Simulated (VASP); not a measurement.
# Ti (R-3m) in VASP: further runs

Ti is run at these levels: PBEsol; tasks: single point.

Program: VASP 6.6.1. These are calculated values, not measurements. Logs are shortened: lines on timing, memory, paths and dates and some standing lists are left out, and cuts for length are marked.

## Step 1: The cell of the first run

The structure is trigonal, space group R-3m (No. 166). Conventional cell: a = 2.868 Å, b = 2.868 Å, c = 14.050 Å, α = 90.00°, β = 90.00°, γ = 120.00°. Ti (site symmetry 3m) has 9 Ti at 2.46 to 2.87 Å within 3.2 Å.

## Step 2: Single point, PBEsol (mode 6 (178.2 1/cm) frozen in, largest displacement +0.263 Å)

Contents of INCAR:

```
  PREC = Accurate
  ENCUT = 520
  EDIFF = 1E-6
  ISMEAR = 0
  SIGMA = 0.15
  LREAL = False
  LASPH = True
  NELM = 80
  ALGO = Fast
  ISIF = 2
  LWAVE = False
  LCHARG = True
  GGA = PS
  LELF = True
  LVHAR = True
  NBANDS = 19
```

Contents of KPOINTS:

```
Automatic mesh
0
Gamma
  24 24 24
```

Contents of POSCAR:

```
Ti
1.0
    0.0000000000     -2.0279211515     -2.0279211515
   -2.0279211515      0.0000000000     -2.0279211515
    2.0279211515      2.0279211515     -4.0558423031
Ti
2
Direct
    0.5186834737      0.5186834737      0.4439495790
   -0.0186834737     -0.0186834737      0.0560504210
```

Potentials or basis: VASP PAW PBE potentials, release 64 (Ti_sv).

The run is started by

```console
$ cat potpaw_PBE.64/Ti_sv/POTCAR > POTCAR
$ mpirun -np 1 vasp_std > vasp.out
```

OUTCAR:

```text
PREC = Accurate
   ENCUT = 520
   EDIFF = 1E-6
   ISMEAR = 0
   LREAL = False
   LASPH = True
   NELM = 80
   ISIF = 2
   GGA = PS

 ion  position               nearest neighbor table
   1  0.519  0.519  0.444-   2 2.46   2 2.46   2 2.46
   2  0.981  0.981  0.056-   1 2.46   1 2.46   1 2.46

  LATTYP: Found a trigonal (rhomboedric) cell.
 ALAT       =     4.9673720598
 COS(alpha) =     0.8333333333

  Lattice vectors:

 A1 = (   2.0279211515,   4.0558423030,  -2.0279211516)
 A2 = (   4.0558423030,   2.0279211515,  -2.0279211516)
 A3 = (   2.0279211515,   2.0279211515,  -4.0558423031)

Analysis of symmetry for initial positions (statically):
=====================================================================
 Subroutine PRICEL returns:
 Original cell was already a primitive cell.

 Routine SETGRP: Setting up the symmetry group for a
 trigonal (rhombohedral) supercell.

 Subroutine GETGRP returns: Found 12 space group operations
 (whereof  6 operations were pure point group operations)
 out of a pool of 12 trial point group operations.

The static configuration has the point symmetry C_3v.
 The point group associated with its full space group is D_3d.

Analysis of symmetry for dynamics (positions and initial velocities):
=====================================================================
 Subroutine PRICEL returns:
 Original cell was already a primitive cell.

 Routine SETGRP: Setting up the symmetry group for a
 trigonal (rhombohedral) supercell.

 Subroutine GETGRP returns: Found 12 space group operations
 (whereof  6 operations were pure point group operations)
 out of a pool of 12 trial point group operations.

The dynamic configuration has the point symmetry C_3v.
 The point group associated with its full space group is D_3d.

 Subroutine INISYM returns: Found 12 space group operations
 (whereof  6 operations are pure point group operations),
 and found     1 'primitive' translations

----------------------------------------------------------------------------------------

                                     Primitive cell

  volume of cell :      33.3590

  direct lattice vectors                    reciprocal lattice vectors
     0.000000000 -2.027921152 -2.027921152     0.123278955 -0.369836864 -0.123278955
    -2.027921152  0.000000000 -2.027921152    -0.369836864  0.123278955 -0.123278955
     2.027921152  2.027921152 -4.055842303     0.123278955  0.123278955 -0.123278955
[... 76 lines left out ...]
   ISTART =      0    job   : 0-new  1-cont  2-samecut
   ICHARG =      2    charge: 1-file 2-atom 10-const
   ISPIN  =      1    spin polarized calculation?
   LNONCOLLINEAR =      F non collinear calculations
   LSORBIT =      F    spin-orbit coupling
   LASPH  =      T    aspherical Exc in radial PAW
   ENCUT  =  520.0 eV  38.22 Ry    6.18 a.u.   5.33  5.33  9.24*2*pi/ulx,y,z
   NELM   =     80;   NELMIN=  2; NELMDL= -5     # of ELM steps
   EDIFF  = 0.1E-05   stopping-criterion for ELM
   LREAL  =      F    real-space projection
   EDIFFG = 0.1E-04   stopping-criterion for IOM
   NSW    =      0    number of steps for IOM
   IBRION =     -1    ionic relax: 0-MD 1-quasi-New 2-CG
   NFREE  =      0    steps in history (QN), initial steepest desc. (CG)
   ISIF   =      2    stress and relaxation
   ISYM   =      2    0-nonsym 1-usesym 2-fastsym
   POTIM  = 0.5000    time-step for ionic-motion
   TEBEG  =    0.0;   TEEND  =   0.0 temperature during run
   PSTRESS=    0.0 pullay stress
   NELECT =      24.0000    total number of electrons
   NUPDOWN=      -1.0000    fix difference up-down
   EMIN   =  10.00;   EMAX   =-10.00  energy-range for DOS
   EFERMI =   0.00;   METHOD = LEGACY
   ISMEAR =     0;   SIGMA  =   0.15  broadening in eV -4-tet -1-fermi 0-gaus
   EFERMI_NEDOS =   21; number of points for ismear=-14 and -15
   IALGO  =     68    algorithm
   IMIX   =      4    mixing-type and parameters
     AMIX     =   0.40;   BMIX     =  1.00
     AMIX_MAG =   1.60;   BMIX_MAG =  1.00
  volume/ion in A,a.u.               =      16.68       112.56
  Fermi-wavevector in a.u.,A,eV,Ry     =   1.466924  2.772084 29.277901  2.151865
  Thomas-Fermi vector in A             =   2.582603
   LORBIT       =      0    0 simple, 1 ext, 2 COOP (PROOUT), +10 PAW based schemes
   GGA     = PS    functional components
   LHFCALC =     F    Hartree Fock is set to
   AEXX    =    0.0000 exact exchange contribution
   IVDW    =     0    specifies the selected vdW correction
   LEPSILON=     F    determine dielectric tensor
   LRPA    =     F    only Hartree local field effects (RPA)
 non-spin polarized calculation
 RMM-DIIS sequential band-by-band and
 Gauss-broadening in eV      SIGMA  =   0.15
  energy-cutoff  :      520.00
  volume of cell :       33.36
 maximum number of plane-waves:       923
 NGX is ok and might be reduce to    24
   NGX = 11   NGY = 11   NGZ = 19

 number of electron      24.0000006 magnetization

 Free energy of the ion-electron system (eV)
  ---------------------------------------------------
  ext. energy  EPLUGINS =         0.00000000
  ---------------------------------------------------
  free energy    TOTEN  =       -15.79440828 eV

  energy without entropy =      -15.75686689  energy(sigma->0) =      -15.77563759

 E-fermi :   8.4722     XC(G=0): -11.6946

 val. band max:        8.4713645285   @ k =  -0.2500  -0.4583   0.2500
 cond. band min:       8.4724956931   @ k =  -0.1667   0.3750   0.1250
 fundamental gap:      0.0011311646
 Fermi energy:         8.4722217158

 k-point     1 :       0.0000    0.0000    0.0000
  band No.  band energies     occupation
      1     -47.9583      2.00000
      2     -47.5520      2.00000
      3     -24.7747      2.00000
      4     -23.9368      2.00000
      5     -23.9368      2.00000
      6     -23.6307      2.00000
[... 505 lines left out ...]
      6     -23.8785      2.00000
[... 11 lines left out ...]
     18      12.5490      0.00000
     19      12.9716      0.00000

 [... further k-points ...]
[... 5 lines left out ...]
  --------------------------------------------------------------------------------------
  -------------------------------------------------------------------------------------
  Total        2.6067286      2.6067286      2.6067286      0.7329700     -0.7329700     -0.7329700
  in kB      125.1967968    125.1967968    125.1967968     35.2033192    -35.2033192    -35.2033192
  external PRESSURE =     125.1967968 kB  Pullay stress =       0.0000000 kB

 VOLUME and BASIS-vectors are now :
 -----------------------------------------------------------------------------
  energy-cutoff  :      520.00
  volume of cell :       33.36
      direct lattice vectors                 reciprocal lattice vectors
     0.000000000 -2.027921152 -2.027921152     0.123278955 -0.369836864 -0.123278955
    -2.027921152  0.000000000 -2.027921152    -0.369836864  0.123278955 -0.123278955
     2.027921152  2.027921152 -4.055842303     0.123278955  0.123278955 -0.123278955

 POSITION                                       TOTAL-FORCE (eV/Angst)
 -----------------------------------------------------------------------------------
     -0.15155     -0.15155     -3.90429         2.228401      2.228401     -2.228401
     -1.87637     -1.87637     -4.20740        -2.228401     -2.228401      2.228401
 -----------------------------------------------------------------------------------
    total drift:                               -0.000000     -0.000000      0.000000

  FREE ENERGIE OF THE ION-ELECTRON SYSTEM (eV)
  ---------------------------------------------------
  free  energy   TOTEN  =       -15.7944082826 eV

  energy  without entropy=      -15.7568668878  energy(sigma->0) =      -15.77563759
```

OSZICAR:

```text
N       E                     dE             d eps       ncg     rms          rms(c)
DAV:   1     0.253531608336E+03    0.25353E+03   -0.11953E+04 49902   0.154E+03
DAV:   2     0.100211203638E+02   -0.24351E+03   -0.23942E+03 51099   0.441E+02
DAV:   3    -0.166886683666E+02   -0.26710E+02   -0.26202E+02 93706   0.120E+02
[... 31 lines left out ...]
RMM:  35    -0.157944044207E+02   -0.15233E-05   -0.18397E-05 59741   0.254E-02    0.546E-03
RMM:  36    -0.157944057348E+02   -0.13141E-05   -0.15901E-05 60282   0.234E-02    0.608E-03
RMM:  37    -0.157944067362E+02   -0.10014E-05   -0.12703E-05 54445   0.212E-02    0.596E-03
RMM:  38    -0.157944075653E+02   -0.82912E-06   -0.10677E-05 54991   0.198E-02    0.624E-03
RMM:  39    -0.157944082826E+02   -0.71725E-06   -0.91802E-06 53919   0.183E-02
   1 F= -.15794408E+02 E0= -.15775638E+02  d E =-.375414E-01
```

Run time: 25 min. Hardware: 1 thread of AMD EPYC 9R45 (Zen 5), shared host; peak memory 0.68 GiB.

Results:

```yaml
Free_energy: -15.7944 eV
Pressure: 12.5 GPa
Largest_force: 3.860 eV/Å
Band_gap_on_the_k_mesh: zero (band 12 reaches 8.99 eV, above the bottom of band 13 at 8.06 eV)
```

Forces in eV/Å, atoms in the order of the input:
```
Ti   2.228  2.228 -2.228
Ti  -2.228 -2.228  2.228
```

Caveat: the cell differs from its parent crystal (mode 6 (178.2 1/cm) frozen in, largest displacement +0.263 Å); the PAW data sets were made with another functional, which shifts forces and pressure a little.

## Step 3: Single point, PBEsol (mode 6 (178.2 1/cm) frozen in, largest displacement +0.188 Å)

Contents of INCAR:

```
  PREC = Accurate
  ENCUT = 520
  EDIFF = 1E-7
  ISMEAR = 0
  SIGMA = 0.15
  LREAL = F
  LASPH = T
  NELM = 100
  ALGO = Fast
  ISIF = 2
  LWAVE = F
  LCHARG = F
  GGA = PS
  NBANDS = 19
```

KPOINTS is that of step 2.

Contents of POSCAR:

```
Ti
1.0
    0.0000000000     -2.0279211515     -2.0279211515
   -2.0279211515      0.0000000000     -2.0279211515
    2.0279211515      2.0279211515     -4.0558423031
Ti
2
Direct
    0.5133453383      0.5133453383      0.4599639850
   -0.0133453383     -0.0133453383      0.0400360150
```

Potentials or basis: VASP PAW PBE potentials, release 64 (Ti_sv).

The run is started by

```console
$ cat potpaw_PBE.64/Ti_sv/POTCAR > POTCAR
$ mpirun -np 1 vasp_std > vasp.out
```

Wall time 35 min (1 thread of AMD EPYC 9R45 (Zen 5), shared host); peak memory 0.69 GiB.

Results (log left out):

```
Free energy            : -16.2476 eV
Pressure               : 6.4 GPa
Largest force          : 2.234 eV/Å
Band gap on the k mesh : zero (band 12 reaches 9.28 eV, above the bottom of band 13 at 8.03 eV)
```

Forces in eV/Å, atoms in the order of the input:
```
Ti   1.290  1.290 -1.290
Ti  -1.290 -1.290  1.290
```

Stress tensor (GPa, compression positive):
```
 6.42  1.83 -1.83
 1.83  6.42 -1.83
-1.83 -1.83  6.42
```

Levels at points of the mesh, in eV from the Fermi level:
| k point | band 10 | band 11 | band 12 | band 13 | band 14 | band 15 |
| --- | --- | --- | --- | --- | --- | --- |
| (0.00, 0.00, 0.00) | -2.91 | 0.13 | 0.52 | 0.52 | 0.60 | 0.60 |
| (0.50, 0.00, 0.00) | -1.83 | -1.22 | -0.76 | 0.14 | 1.10 | 1.15 |
| (0.50, 0.50, 0.00) | -2.63 | -1.90 | 0.50 | 0.79 | 0.97 | 2.84 |
| (0.00, 0.00, 0.50) | -4.20 | -1.09 | 0.74 | 0.74 | 0.89 | 0.89 |

Caveat: the cell differs from its parent crystal (mode 6 (178.2 1/cm) frozen in, largest displacement +0.188 Å); the PAW data sets were made with another functional, which shifts forces and pressure a little.
